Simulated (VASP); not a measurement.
# Hf (Im-3m) in VASP: notebook, part 2 of 3

VASP 6.6.1. Earlier steps stand in the parts before.

## Step 3: Electric field gradients, r2SCAN

This run uses another cell than the first one, of 22.09 Å³/atom, 0.962 times its volume.

Input file POSCAR:

```
Hf
1.0
   -1.7674920948      1.7674920948      1.7674920948
    1.7674920948     -1.7674920948      1.7674920948
    1.7674920948      1.7674920948     -1.7674920948
Hf
1
Direct
    0.0000000000      0.0000000000      0.0000000000
```

Input file INCAR.step1:

```
SYSTEM = Hf
PREC = Accurate ; ENCUT = 520
ISMEAR = -1 ; SIGMA = 0.05
LREAL = .FALSE. ; LASPH = .TRUE.
NELM = 80 ; NBANDS = 11
GGA = PE ; ALGO = Normal
EDIFF = 1E-4 ; LWAVE = .TRUE.
LCHARG = .FALSE.
```

Input file INCAR.step2:

```
SYSTEM = Hf
PREC = Accurate ; ENCUT = 520
EDIFF = 1E-8 ; ISMEAR = -1
SIGMA = 0.05 ; LREAL = .FALSE.
LASPH = .TRUE. ; NELM = 80
ALGO = Normal ; ISIF = 2
LWAVE = .FALSE. ; LCHARG = .FALSE.
METAGGA = R2SCAN ; LMIXTAU = .TRUE.
LEFG = .TRUE. ; NBANDS = 11
ISTART = 1
```

Input file KPOINTS:

```
regular mesh
0
G
  14 14 14
  0 0 0
```

Potentials or basis: VASP PAW PBE potentials, release 64 (Hf_pv).

Command:

```console
cat potpaw_PBE.64/Hf_pv/POTCAR > POTCAR
cp INCAR.step1 INCAR
mpirun -np 1 vasp_std > vasp.out
cp INCAR.step2 INCAR
mpirun -np 1 vasp_std > vasp.out
```

OUTCAR:

```text
SYSTEM = Hf
   PREC = Accurate
   ENCUT = 520
   EDIFF = 1E-8
   ISMEAR = -1
   LREAL = .FALSE.
   LASPH = .TRUE.
   NELM = 80
   ISIF = 2
   METAGGA = R2SCAN
   ISTART = 1

 ion  position               nearest neighbor table
   1  0.000  0.000  0.000-

  LATTYP: Found a body centered cubic cell.
 ALAT       =     3.5349841896

  Lattice vectors:

 A1 = (  -1.7674920948,   1.7674920948,   1.7674920948)
 A2 = (   1.7674920948,  -1.7674920948,   1.7674920948)
 A3 = (   1.7674920948,   1.7674920948,  -1.7674920948)

Analysis of symmetry for initial positions (statically):
=====================================================================
 Subroutine PRICEL returns:
 Original cell was already a primitive cell.

 Routine SETGRP: Setting up the symmetry group for a
 body centered cubic supercell.

 Subroutine GETGRP returns: Found 48 space group operations
 (whereof 48 operations were pure point group operations)
[... 517 lines left out ...]
 -----------------------------------------------------------------------------
  energy-cutoff  :      520.00
  volume of cell :       22.09
      direct lattice vectors                 reciprocal lattice vectors
    -1.767492095  1.767492095  1.767492095     0.000000000  0.282886697  0.282886697
     1.767492095 -1.767492095  1.767492095     0.282886697  0.000000000  0.282886697
     1.767492095  1.767492095 -1.767492095     0.282886697  0.282886697  0.000000000

 POSITION                                       TOTAL-FORCE (eV/Angst)
 -----------------------------------------------------------------------------------
      0.00000      0.00000      0.00000         0.000000      0.000000     -0.000000
 -----------------------------------------------------------------------------------
    total drift:                               -0.000000      0.000000      0.000000

  FREE ENERGIE OF THE ION-ELECTRON SYSTEM (eV)
  ---------------------------------------------------
  free  energy   TOTEN  =       -44.9481988245 eV

  energy  without entropy=      -44.9336885179  energy(sigma->0) =      -44.94094367

 Electric field gradients (V/A^2)
---------------------------------------------------------------------
 ion       V_xx      V_yy      V_zz      V_xy      V_xz      V_yz
---------------------------------------------------------------------
   1      -0.000    -0.000     0.000    -0.000    -0.000    -0.000
---------------------------------------------------------------------

 Electric field gradients after diagonalization (V/A^2)
 (convention: |V_zz| > |V_xx| > |V_yy|)
----------------------------------------------------------------------
 ion       V_xx      V_yy      V_zz     asymmetry (V_yy - V_xx)/ V_zz
----------------------------------------------------------------------
   1       0.000     0.000    -0.001       0.000
----------------------------------------------------------------------

           NMR quadrupolar parameters

 Cq : quadrupolar parameter    Cq=e*Q*V_zz/h
 eta: asymmetry parameters     (V_yy - V_xx)/ V_zz
 Q  : nuclear electric quadrupole moment in mb (millibarn)
----------------------------------------------------------------------
 ion       Cq(MHz)       eta       Q (mb)
----------------------------------------------------------------------
   1      -0.000       0.000       1.000
----------------------------------------------------------------------
```

It took 36 s on 1 thread of Intel Xeon 6975P-C (Granite Rapids), shared host; peak memory 0.15 GiB.

What came out:

| Property | Result |
| --- | --- |
| Free energy | -44.9482 eV |
| Pressure | 0.0 GPa |
| Band gap on the k mesh | zero (band 5 reaches 6.33 eV, above the bottom of band 6 at 3.67 eV) |

Levels at points of the mesh, in eV from the Fermi level:
```tsv
k point	band 1	band 2	band 3	band 4	band 5	band 6	band 7	band 8	band 9	band 10
(0.00, 0.00, 0.00)	-30.92	-30.92	-30.92	-7.42	1.79	1.79	1.79	4.64	4.64	12.19
(0.50, 0.00, 0.00)	-31.80	-31.20	-30.93	-3.51	-0.40	0.92	4.53	5.54	8.05	10.98
(0.50, 0.50, 0.50)	-31.53	-31.53	-31.53	-2.76	-2.76	7.20	7.20	7.20	7.61	7.61
```

Caveat: without QUAD_EFG the Cq values of the log hold for a quadrupole moment of 1 mb, not for the nuclei; the PAW data sets were made with another functional, which shifts forces and pressure a little; spin-orbit coupling is left out, which moves the levels of the heavy elements.

## Step 4: Electric field gradients, LDA (volume scaled by 0.95)

Input file INCAR:

```
SYSTEM = Hf
ALGO     = Normal         ! electronic algorithm
EDIFF    = 1E-8           ! SCF threshold, eV
ENCUT    = 520            ! plane-wave cutoff, eV
GGA      = CA             ! functional
ISIF     = 2              ! what is computed and relaxed
ISMEAR   = -1             ! smearing method
LASPH    = .TRUE.         ! aspherical terms in the spheres
LCHARG   = .FALSE.        ! write CHGCAR
LEFG     = .TRUE.       
LREAL    = .FALSE.        ! projectors in reciprocal space
LWAVE    = .FALSE.        ! write WAVECAR
NBANDS   = 11             ! bands
NELM     = 100            ! most SCF steps
PREC     = Accurate       ! precision mode
SIGMA    = 0.05           ! smearing width, eV
```

Input file KPOINTS:

```
k-points
0
G
  14 14 14
  0 0 0
```

Input file POSCAR:

```
Hf
1.0
   -1.7375288132      1.7375288132      1.7375288132
    1.7375288132     -1.7375288132      1.7375288132
    1.7375288132      1.7375288132     -1.7375288132
Hf
1
Direct
    0.0000000000      0.0000000000      0.0000000000
```

Potentials or basis: VASP PAW LDA potentials, release 64 (Hf_pv).

Command:

```console
cat potpaw_LDA.64/Hf_pv/POTCAR > POTCAR
mpirun -np 1 vasp_std > vasp.out
```

OUTCAR:

```text
SYSTEM = Hf
   EDIFF = 1E-8
   ENCUT = 520
   GGA = CA
   ISIF = 2
   ISMEAR = -1
   LASPH = .TRUE.
   LREAL = .FALSE.
   NELM = 100
   PREC = Accurate

 ion  position               nearest neighbor table
   1  0.000  0.000  0.000-

  LATTYP: Found a body centered cubic cell.
 ALAT       =     3.4750576264

  Lattice vectors:

 A1 = (  -1.7375288132,   1.7375288132,   1.7375288132)
 A2 = (   1.7375288132,  -1.7375288132,   1.7375288132)
 A3 = (   1.7375288132,   1.7375288132,  -1.7375288132)

Analysis of symmetry for initial positions (statically):
=====================================================================
 Subroutine PRICEL returns:
 Original cell was already a primitive cell.

 Routine SETGRP: Setting up the symmetry group for a
 body centered cubic supercell.

 Subroutine GETGRP returns: Found 48 space group operations
 (whereof 48 operations were pure point group operations)
 out of a pool of 48 trial point group operations.

The static configuration has the point symmetry O_h .

Analysis of symmetry for dynamics (positions and initial velocities):
=====================================================================
 Subroutine PRICEL returns:
 Original cell was already a primitive cell.

 Routine SETGRP: Setting up the symmetry group for a
 body centered cubic supercell.

 Subroutine GETGRP returns: Found 48 space group operations
 (whereof 48 operations were pure point group operations)
 out of a pool of 48 trial point group operations.

The dynamic configuration has the point symmetry O_h .

 Subroutine INISYM returns: Found 48 space group operations
 (whereof 48 operations are pure point group operations),
 and found     1 'primitive' translations

----------------------------------------------------------------------------------------

                                     Primitive cell

  volume of cell :      20.9824

  direct lattice vectors                    reciprocal lattice vectors
    -1.737528813  1.737528813  1.737528813     0.000000000  0.287765012  0.287765012
     1.737528813 -1.737528813  1.737528813     0.287765012  0.000000000  0.287765012
     1.737528813  1.737528813 -1.737528813     0.287765012  0.287765012  0.000000000

  length of vectors
     3.009488184  3.009488184  3.009488184     0.406961183  0.406961183  0.406961183

  position of ions in fractional coordinates (direct lattice)
     0.000000000  0.000000000  0.000000000

  ion indices of the primitive-cell ions
   primitive index   ion index
                 1           1

----------------------------------------------------------------------------------------

 KPOINTS: k-points

Automatic generation of k-mesh.
 Grid dimensions read from file:
 generate k-points for:   14   14   14

 Generating k-lattice:

  Cartesian coordinates                     Fractional coordinates (reciprocal lattice)
     0.000000000  0.020554644  0.020554644     0.071428571  0.000000000  0.000000000
     0.020554644  0.000000000  0.020554644     0.000000000  0.071428571  0.000000000
[... 67 lines left out ...]
   TEBEG  =    0.0;   TEEND  =   0.0 temperature during run
   PSTRESS=    0.0 pullay stress
   NELECT =      10.0000    total number of electrons
   NUPDOWN=      -1.0000    fix difference up-down
   EMIN   =  10.00;   EMAX   =-10.00  energy-range for DOS
   EFERMI =   0.00;   METHOD = LEGACY
   ISMEAR =    -1;   SIGMA  =   0.05  broadening in eV -4-tet -1-fermi 0-gaus
   EFERMI_NEDOS =   21; number of points for ismear=-14 and -15
   IALGO  =     38    algorithm
   IMIX   =      4    mixing-type and parameters
     AMIX     =   0.40;   BMIX     =  1.00
     AMIX_MAG =   1.60;   BMIX_MAG =  1.00
  volume/ion in A,a.u.               =      20.98       141.60
  Fermi-wavevector in a.u.,A,eV,Ry     =   1.278761  2.416508 22.248661  1.635230
  Thomas-Fermi vector in A             =   2.411286
   LORBIT       =      0    0 simple, 1 ext, 2 COOP (PROOUT), +10 PAW based schemes
   GGA     = CA    functional components
   LHFCALC =     F    Hartree Fock is set to
   AEXX    =    0.0000 exact exchange contribution
   IVDW    =     0    specifies the selected vdW correction
   LEPSILON=     F    determine dielectric tensor
   LRPA    =     F    only Hartree local field effects (RPA)
 non-spin polarized calculation
  energy-cutoff  :      520.00
  volume of cell :       20.98
 maximum number of plane-waves:       586
   NGX = 11   NGY = 11   NGZ = 11

 number of electron      10.0000000 magnetization

 number of electron       9.9999999 magnetization

 Free energy of the ion-electron system (eV)
  ---------------------------------------------------
  ext. energy  EPLUGINS =         0.00000000
  ---------------------------------------------------
  free energy    TOTEN  =       -10.55172801 eV

  energy without entropy =      -10.53873146  energy(sigma->0) =      -10.54522973

 E-fermi :   4.8769     XC(G=0): -11.7627

 val. band max:        4.8700881137   @ k =  -0.4286   0.4286   0.1429
 cond. band min:       4.8951315304   @ k =   0.2857   0.1429   0.0714
 fundamental gap:      0.0250434167
 Fermi energy:         4.8769469593

 k-point     1 :       0.0000    0.0000    0.0000
  band No.  band energies     occupation
      1     -24.5259      2.00000
      2     -24.5259      2.00000
      3     -24.5259      2.00000
      4      -2.2753      2.00000
      5       6.3871      0.00000
      6       6.3871      0.00000
      7       6.3871      0.00000
      8       9.3716      0.00000
      9       9.3716      0.00000
     10      17.4487      0.00000
     11      18.5720      0.00000
[... 309 lines left out ...]
 k-point    24 :       0.3571    0.2857   -0.0000
  band No.  band energies     occupation
      1     -25.3182      2.00000
      2     -25.1599      2.00000
      3     -24.6549      2.00000
      4       3.0886      2.00000
      5       4.2634      1.99999
      6       4.6568      1.97583
      7       9.5599      0.00000
      8      10.1110      0.00000
      9      13.0393      0.00000
     10      15.6309      0.00000
     11      17.1285      0.00000

 [... further k-points ...]
[... 5 lines left out ...]
  --------------------------------------------------------------------------------------
  -------------------------------------------------------------------------------------
  Total       -0.3823534     -0.3823534     -0.3823534      0.0000000     -0.0000000     -0.0000000
  in kB      -29.1957372    -29.1957372    -29.1957372      0.0000000     -0.0000000     -0.0000000
  external PRESSURE =     -29.1957372 kB  Pullay stress =       0.0000000 kB

 VOLUME and BASIS-vectors are now :
 -----------------------------------------------------------------------------
  energy-cutoff  :      520.00
  volume of cell :       20.98
      direct lattice vectors                 reciprocal lattice vectors
    -1.737528813  1.737528813  1.737528813     0.000000000  0.287765012  0.287765012
     1.737528813 -1.737528813  1.737528813     0.287765012  0.000000000  0.287765012
     1.737528813  1.737528813 -1.737528813     0.287765012  0.287765012  0.000000000

 POSITION                                       TOTAL-FORCE (eV/Angst)
 -----------------------------------------------------------------------------------
      0.00000      0.00000      0.00000        -0.000000      0.000000     -0.000000
 -----------------------------------------------------------------------------------
    total drift:                                0.000000      0.000000      0.000000

  FREE ENERGIE OF THE ION-ELECTRON SYSTEM (eV)
  ---------------------------------------------------
  free  energy   TOTEN  =       -10.5517280093 eV

  energy  without entropy=      -10.5387314556  energy(sigma->0) =      -10.54522973

 Electric field gradients (V/A^2)
---------------------------------------------------------------------
 ion       V_xx      V_yy      V_zz      V_xy      V_xz      V_yz
---------------------------------------------------------------------
   1      -0.000     0.000     0.000    -0.000    -0.000    -0.000
---------------------------------------------------------------------

 Electric field gradients after diagonalization (V/A^2)
 (convention: |V_zz| > |V_xx| > |V_yy|)
----------------------------------------------------------------------
 ion       V_xx      V_yy      V_zz     asymmetry (V_yy - V_xx)/ V_zz
----------------------------------------------------------------------
   1       0.000     0.000    -0.000       0.000
----------------------------------------------------------------------

           NMR quadrupolar parameters

 Cq : quadrupolar parameter    Cq=e*Q*V_zz/h
 eta: asymmetry parameters     (V_yy - V_xx)/ V_zz
 Q  : nuclear electric quadrupole moment in mb (millibarn)
----------------------------------------------------------------------
 ion       Cq(MHz)       eta       Q (mb)
----------------------------------------------------------------------
   1      -0.000       0.000       1.000
----------------------------------------------------------------------
```

Wall time 19 s (1 thread of Intel Xeon 8259CL, shared host); peak memory 0.14 GiB.

What came out:

```yaml
Free_energy: -10.5517 eV
Pressure: -2.9 GPa
Band_gap_on_the_k_mesh: zero (band 5 reaches 6.39 eV, above the bottom of band 6 at 4.13 eV)
```

Caveat: the cell differs from its parent crystal (volume scaled by 0.95); without QUAD_EFG the Cq values of the log hold for a quadrupole moment of 1 mb, not for the nuclei; spin-orbit coupling is left out, which moves the levels of the heavy elements.

[end of part 2 of 3]
